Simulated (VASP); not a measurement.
# Si3N4 in VASP: further runs, part 2 of 2

VASP 6.6.1. The steps go on from the part before.

## (3) Electric field gradients, r2SCAN

POSCAR

```
Si3N4
1.0
    7.6020000000      0.0000000000      0.0000000000
   -3.8010000000      6.5835251196      0.0000000000
    0.0000000000      0.0000000000      2.9060000000
Si N
6 8
Direct
    0.7675395721      0.1737083085      0.2482989139
    0.5938312635      0.7675395721      0.7482989139
    0.8262916915      0.5938312635      0.2482989139
    0.2324604279      0.8262916915      0.7482989139
    0.4061687365      0.2324604279      0.2482989139
    0.1737083085      0.4061687365      0.7482989139
    0.0295842581      0.3296987171      0.2482861065
    0.6998855410      0.0295842581      0.7482861065
    0.6703012829      0.6998855410      0.2482861065
    0.9704157419      0.6703012829      0.7482861065
    0.3001144590      0.9704157419      0.2482861065
    0.3296987171      0.3001144590      0.7482861065
    0.6666666667      0.3333333333      0.2481449387
    0.3333333333      0.6666666667      0.7481449387
```

INCAR.step1

```
SYSTEM = Si3N4
PREC = Accurate
ENCUT = 520
ISMEAR = -1
SIGMA = 0.02
LREAL = .False.
LASPH = .True.
NELM = 60
NBANDS = 45
GGA = PE
ALGO = Normal
EDIFF = 1E-4
LWAVE = .True.
LCHARG = .False.
```

INCAR.step2

```
SYSTEM = Si3N4
PREC = Accurate
ENCUT = 520
EDIFF = 1E-8
ISMEAR = -1
SIGMA = 0.02
LREAL = .False.
LASPH = .True.
NELM = 60
ALGO = Normal
ISIF = 2
LWAVE = .False.
LCHARG = .False.
METAGGA = R2SCAN
LMIXTAU = .True.
LEFG = .True.
NBANDS = 45
ISTART = 1
```

KPOINTS

```
Automatic mesh
0
Gamma
  4 4 10
  0 0 0
```

Potentials or basis: VASP PAW PBE potentials, release 64 (Si, N).

Launch:

```bash
$ cat potpaw_PBE.64/Si/POTCAR potpaw_PBE.64/N/POTCAR > POTCAR
$ cp INCAR.step1 INCAR
$ mpirun -np 1 vasp_std > vasp.out
$ cp INCAR.step2 INCAR
$ mpirun -np 1 vasp_std > vasp.out
```

OUTCAR:

```text
SYSTEM = Si3N4
   PREC = Accurate
   ENCUT = 520
   EDIFF = 1E-8
   ISMEAR = -1
   LREAL = .False.
   LASPH = .True.
   NELM = 60
   ISIF = 2
   METAGGA = R2SCAN
   ISTART = 1

 ion  position               nearest neighbor table
   1  0.768  0.174  0.248-  13 1.73   7 1.74   8 1.74   8 1.74   5 3.00   3 3.00   2 3.05   2 3.05
                             6 3.05   6 3.05
   2  0.594  0.768  0.748-  14 1.73   8 1.74   9 1.74   9 1.74   4 3.00   6 3.00   1 3.05   1 3.05
                             3 3.05   3 3.05
   3  0.826  0.594  0.248-  13 1.73   9 1.74  10 1.74  10 1.74   5 3.00   1 3.00   4 3.05   4 3.05
                             2 3.05   2 3.05
   4  0.232  0.826  0.748-  14 1.73  10 1.74  11 1.74  11 1.74   2 3.00   6 3.00   5 3.05   5 3.05
                             3 3.05   3 3.05
   5  0.406  0.232  0.248-  13 1.73  11 1.74  12 1.74  12 1.74   1 3.00   3 3.00   4 3.05   4 3.05
                             6 3.05   6 3.05
   6  0.174  0.406  0.748-  14 1.73  12 1.74   7 1.74   7 1.74   2 3.00   4 3.00   1 3.05   1 3.05
                             5 3.05   5 3.05
   7  0.030  0.330  0.248-   1 1.74   6 1.74   6 1.74
   8  0.700  0.030  0.748-   2 1.74   1 1.74   1 1.74
   9  0.670  0.700  0.248-   3 1.74   2 1.74   2 1.74
  10  0.970  0.670  0.748-   4 1.74   3 1.74   3 1.74
  11  0.300  0.970  0.248-   5 1.74   4 1.74   4 1.74
  12  0.330  0.300  0.748-   6 1.74   5 1.74   5 1.74
  13  0.667  0.333  0.248-   5 1.73   1 1.73   3 1.73
  14  0.333  0.667  0.748-   2 1.73   4 1.73   6 1.73

  LATTYP: Found a hexagonal cell.
 ALAT       =     7.6020000000
 C/A-ratio  =     0.3822678243

  Lattice vectors:

 A1 = (   7.6020000000,   0.0000000000,   0.0000000000)
 A2 = (  -3.8010000000,   6.5835251196,   0.0000000000)
 A3 = (   0.0000000000,   0.0000000000,   2.9060000000)

Analysis of symmetry for initial positions (statically):
=====================================================================
 Subroutine PRICEL returns:
 Original cell was already a primitive cell.

 Routine SETGRP: Setting up the symmetry group for a
 hexagonal supercell.

 Subroutine GETGRP returns: Found  6 space group operations
 (whereof  3 operations were pure point group operations)
 out of a pool of 24 trial point group operations.

The static configuration has the point symmetry C_3 .
 The point group associated with its full space group is C_6 .

Analysis of symmetry for dynamics (positions and initial velocities):
=====================================================================
 Subroutine PRICEL returns:
 Original cell was already a primitive cell.

 Routine SETGRP: Setting up the symmetry group for a
 hexagonal supercell.

 Subroutine GETGRP returns: Found  6 space group operations
 (whereof  3 operations were pure point group operations)
 out of a pool of 24 trial point group operations.

The dynamic configuration has the point symmetry C_3 .
 The point group associated with its full space group is C_6 .

 Subroutine INISYM returns: Found  6 space group operations
[... 1305 lines left out ...]

  FORCE on cell =-STRESS in cart. coord.  units (eV):
  Direction    XX          YY          ZZ          XY          YZ          ZX
  --------------------------------------------------------------------------------------
  -------------------------------------------------------------------------------------
  Total       -0.0334640     -0.0334640     -0.3926685      0.0000011      0.0000000      0.0000000
  in kB       -0.3686431     -0.3686431     -4.3256826      0.0000120      0.0000000      0.0000000
  external PRESSURE =      -1.6876563 kB  Pullay stress =       0.0000000 kB

 VOLUME and BASIS-vectors are now :
 -----------------------------------------------------------------------------
  energy-cutoff  :      520.00
  volume of cell :      145.44
      direct lattice vectors                 reciprocal lattice vectors
     7.602000000  0.000000000  0.000000000     0.131544330  0.075947155  0.000000000
    -3.801000000  6.583525120  0.000000000     0.000000000  0.151894309  0.000000000
     0.000000000  0.000000000  2.906000000     0.000000000  0.000000000  0.344115623

 POSITION                                       TOTAL-FORCE (eV/Angst)
 -----------------------------------------------------------------------------------
      5.17457      1.14361      0.72156         0.037469      0.037159     -0.001652
      1.59689      5.05312      2.17456        -0.013446      0.051028     -0.001652
      4.02432      3.90950      0.72156        -0.050915      0.013870     -0.001652
     -1.37357      5.43991      2.17456        -0.037469     -0.037159     -0.001652
      2.20411      1.53041      0.72156         0.013446     -0.051028     -0.001652
     -0.22332      2.67402      2.17456         0.050915     -0.013870     -0.001652
     -1.02829      2.17058      0.72152         0.029444      0.027266      0.000922
      5.20808      0.19477      2.17452        -0.008891      0.039132      0.000922
      2.43537      4.60771      0.72152        -0.038335      0.011866      0.000922
      4.82929      4.41295      2.17452        -0.029444     -0.027266      0.000922
     -1.40708      6.38876      0.72152         0.008891     -0.039132      0.000922
      1.36563      1.97581      2.17452         0.038335     -0.011866      0.000922
      3.80100      2.19451      0.72111        -0.000000      0.000000      0.002192
     -0.00000      4.38902      2.17411         0.000000      0.000000      0.002192
 -----------------------------------------------------------------------------------
    total drift:                                0.000000     -0.000000     -0.002650

  FREE ENERGIE OF THE ION-ELECTRON SYSTEM (eV)
  ---------------------------------------------------
  free  energy   TOTEN  =      -144.1622735784 eV

  energy  without entropy=     -144.1622735784  energy(sigma->0) =     -144.16227358

 Electric field gradients (V/A^2)
---------------------------------------------------------------------
 ion       V_xx      V_yy      V_zz      V_xy      V_xz      V_yz
---------------------------------------------------------------------
   1       0.413     3.672    -4.084     7.553    -0.010     0.023
   2      -3.684     7.769    -4.085    -5.188    -0.025     0.003
   3       9.398    -5.314    -4.085    -2.365    -0.015    -0.020
   4       0.413     3.672    -4.084     7.553     0.010    -0.023
   5      -3.684     7.769    -4.085    -5.188     0.025    -0.003
   6       9.398    -5.314    -4.085    -2.365     0.015     0.020
   7       1.545   -27.087    25.543    30.064    -0.004    -0.006
   8     -45.966    20.423    25.542    -2.635     0.003    -0.007
   9       6.108   -31.650    25.542   -27.430     0.008    -0.001
  10       1.545   -27.087    25.543    30.064     0.004     0.006
  11     -45.966    20.423    25.542    -2.635    -0.003     0.007
  12       6.108   -31.650    25.542   -27.430    -0.008     0.001
  13      23.121    23.122   -46.243     0.000    -0.000    -0.000
  14      23.121    23.122   -46.243     0.000     0.000     0.000
---------------------------------------------------------------------

 Electric field gradients after diagonalization (V/A^2)
 (convention: |V_zz| > |V_xx| > |V_yy|)
----------------------------------------------------------------------
 ion       V_xx      V_yy      V_zz     asymmetry (V_yy - V_xx)/ V_zz
----------------------------------------------------------------------
   1      -5.685    -4.084     9.769       0.164
   2      -5.685    -4.084     9.769       0.164
   3      -5.685    -4.084     9.769       0.164
   4      -5.685    -4.084     9.769       0.164
   5      -5.685    -4.084     9.769       0.164
   6      -5.685    -4.084     9.769       0.164
   7      25.543    20.527   -46.070       0.109
   8      25.542    20.528   -46.070       0.109
   9      25.542    20.528   -46.070       0.109
  10      25.543    20.527   -46.070       0.109
  11      25.542    20.528   -46.070       0.109
  12      25.542    20.528   -46.070       0.109
  13      23.122    23.121   -46.243       0.000
  14      23.122    23.121   -46.243       0.000
----------------------------------------------------------------------

           NMR quadrupolar parameters

 Cq : quadrupolar parameter    Cq=e*Q*V_zz/h
 eta: asymmetry parameters     (V_yy - V_xx)/ V_zz
 Q  : nuclear electric quadrupole moment in mb (millibarn)
----------------------------------------------------------------------
 ion       Cq(MHz)       eta       Q (mb)
----------------------------------------------------------------------
   1       0.024       0.164       1.000
   2       0.024       0.164       1.000
   3       0.024       0.164       1.000
   4       0.024       0.164       1.000
   5       0.024       0.164       1.000
   6       0.024       0.164       1.000
   7      -0.111       0.109       1.000
   8      -0.111       0.109       1.000
   9      -0.111       0.109       1.000
  10      -0.111       0.109       1.000
  11      -0.111       0.109       1.000
  12      -0.111       0.109       1.000
  13      -0.112       0.000       1.000
  14      -0.112       0.000       1.000
----------------------------------------------------------------------
```

It took 15 min on 1 thread of Intel Xeon Platinum 8259CL at 2.50GHz (Skylake/Cascade Lake), shared host; peak memory 0.36 GiB.

Results:

| Quantity | Value |
| --- | --- |
| Free energy | -144.1623 eV |
| Pressure | -0.2 GPa |
| Largest force | 0.053 eV/Å |
| Band gap on the k mesh | 4.99 eV (least direct gap 5.19 eV) |
| Largest electric field gradient by atom | Si +9.8; N -46.1, -46.2 (each value once) V/Å² |

Forces in eV/Å, atoms in the order of the input:
```
Si   0.037  0.037 -0.002
Si  -0.013  0.051 -0.002
Si  -0.051  0.014 -0.002
Si  -0.037 -0.037 -0.002
Si   0.013 -0.051 -0.002
Si   0.051 -0.014 -0.002
N    0.029  0.027  0.001
N   -0.009  0.039  0.001
N   -0.038  0.012  0.001
N   -0.029 -0.027  0.001
N    0.009 -0.039  0.001
N    0.038 -0.012  0.001
N    0.000  0.000  0.002
N    0.000  0.000  0.002
```

Stress tensor (GPa, compression positive):
```
-0.04  0.00  0.00
 0.00 -0.04  0.00
 0.00  0.00 -0.43
```

Electric field gradients, principal values (V/Å²):
```
atom   least  middle  greatest (by size)
1 Si  -4.084  -5.685               9.769
2 Si  -4.084  -5.685               9.769
3 Si  -4.084  -5.685               9.769
4 Si  -4.084  -5.685               9.769
5 Si  -4.084  -5.685               9.769
6 Si  -4.084  -5.685               9.769
 7 N  20.527  25.543             -46.070
 8 N  20.528  25.542             -46.070
 9 N  20.528  25.542             -46.070
10 N  20.527  25.543             -46.070
11 N  20.528  25.542             -46.070
12 N  20.528  25.542             -46.070
13 N  23.121  23.122             -46.243
14 N  23.121  23.122             -46.243
```

Caveat: without QUAD_EFG the Cq values of the log hold for a quadrupole moment of 1 mb, not for the nuclei; the PAW data sets were made with another functional, which shifts forces and pressure a little. A k mesh can miss the band edges.
